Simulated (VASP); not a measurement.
Set up this calculation in VASP 6.6.1, as the native input.

* Task: G0W0 quasiparticle levels
* Functional: PBE
* Potentials or basis: VASP PAW PBE potentials, release 64 (Be_GW, Se_GW)
* Cutoff: 500 eV
* k mesh: 4 × 4 × 4
* Occupations: gaussian, width 0.01 eV
* Spin: no spin polarisation
* Dipole correction: no
* GW scheme: G0W0
* GW iterations: 1
* Cutoff of the response function: 110
* Frequency points: 48
* Empty bands: 90
* Further INCAR settings: ALGO = EVGW0; EDIFF = 1e-08; NBANDS = 94

Crystal: BeSe.

```
CELL_PARAMETERS angstrom
0.00000 2.58104 2.58104
2.58104 0.00000 2.58104
2.58104 2.58104 0.00000
ATOMIC_POSITIONS crystal
Be 0.00000 0.00000 0.00000
Se 0.25000 0.25000 0.25000
```

These files were run (other wordings do the same):

POSCAR

```
BeSe
1.0
    0.0000000000      2.5810355899      2.5810355899
    2.5810355899      0.0000000000      2.5810355899
    2.5810355899      2.5810355899      0.0000000000
Be Se
1 1
Direct
    0.0000000000      0.0000000000      0.0000000000
    0.2500000000      0.2500000000      0.2500000000
```

INCAR.step1

```
PREC = Accurate ; ENCUT = 500
EDIFF = 1E-8 ; ISMEAR = 0
SIGMA = 0.01 ; LREAL = False
LASPH = True ; NELM = 100
ALGO = Normal ; LWAVE = True
LCHARG = False ; GGA = PE
```

INCAR.step2

```
PREC = Accurate ; ENCUT = 500
EDIFF = 1E-8 ; ISMEAR = 0
SIGMA = 0.01 ; LREAL = False
LASPH = True ; NELM = 1
ALGO = Exact ; LWAVE = True
LCHARG = False ; GGA = PE
NBANDS = 94 ; LOPTICS = True
ISTART = 1
```

INCAR.step3

```
PREC = Accurate ; ENCUT = 500
EDIFF = 1E-8 ; ISMEAR = 0
SIGMA = 0.01 ; LREAL = False
LASPH = True ; ALGO = EVGW0
LWAVE = False ; LCHARG = False
GGA = PE ; NELMGW = 1
NBANDS = 94 ; ENCUTGW = 110.0
NOMEGA = 48 ; PRECFOCK = Fast
ISTART = 1 ; NBANDSGW = 12
```

KPOINTS

```
regular mesh
0
Gamma
  4 4 4
```

Potentials or basis: VASP PAW PBE potentials, release 64 (Be_GW, Se_GW).

Run with:

```sh
$ cat potpaw_PBE.64/Be_GW/POTCAR potpaw_PBE.64/Se_GW/POTCAR > POTCAR
$ cp INCAR.step1 INCAR
$ mpirun -np 1 vasp_std > vasp.out
$ cp INCAR.step2 INCAR
$ mpirun -np 1 vasp_std > vasp.out
$ cp INCAR.step3 INCAR
$ mpirun -np 1 vasp_std > vasp.out
```

It gave:

```yaml
Quasiparticle_gap: 3.64 eV
Least_direct_quasiparticle_gap: 5.62 eV
Band_gap_of_the_starting_levels_on_the_mesh: 2.63 eV
Least_direct_gap_of_the_starting_levels_on_the_mesh: 4.26 eV
```

Caveat: the k points lie up to 0.53 Å⁻¹ apart; bands, screening cutoff and mesh are small and nothing is extrapolated, so the quasiparticle values aren't converged.

It took 66 s on 1 thread of Intel(R) Xeon(R) 6975P-C (Granite Rapids), on a shared host, peak memory 0.31 GiB.
